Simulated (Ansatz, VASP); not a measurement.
# TiAl in VASP and in Ansatz

```
CELL_PARAMETERS angstrom
2.88111 0.00000 0.00000
-1.44056 2.49512 0.00000
0.00000 0.00000 4.64858
ATOMIC_POSITIONS crystal
Ti 0.00000 0.00000 0.00000
Al 0.33333 0.66667 0.50000
```

Alike in both runs: task single point; functional PBE; k mesh 18 × 18 × 10; occupations gaussian, width 0.15 eV; no spin polarisation.

|  | VASP | Ansatz |
| --- | --- | --- |
| version | VASP 6.6.1 | Ansatz 0.2.0 |
| potentials or method | VASP PAW PBE potentials, release 64 (Ti_sv, Al), cutoff 520 eV | scalar-relativistic, plane waves, PAW |
| valence electrons in the cell | 15 | 15 |

Ansatz gave:

* gap on the k mesh at the Fermi level (eV): none
* pressure (GPa): 0.0
* traceless stress, the component that is largest in VASP (GPa): -0.07

Task: Estimate VASP's values.

Result: gap on the k mesh at the Fermi level (eV): none; pressure (GPa): 0.0; traceless stress, the component that is largest in VASP (GPa): -0.04.

A gap of «none» marks a metal or a gap that the smearing closes. The functional is the same, so the differences come from potentials, cutoffs and numerics.
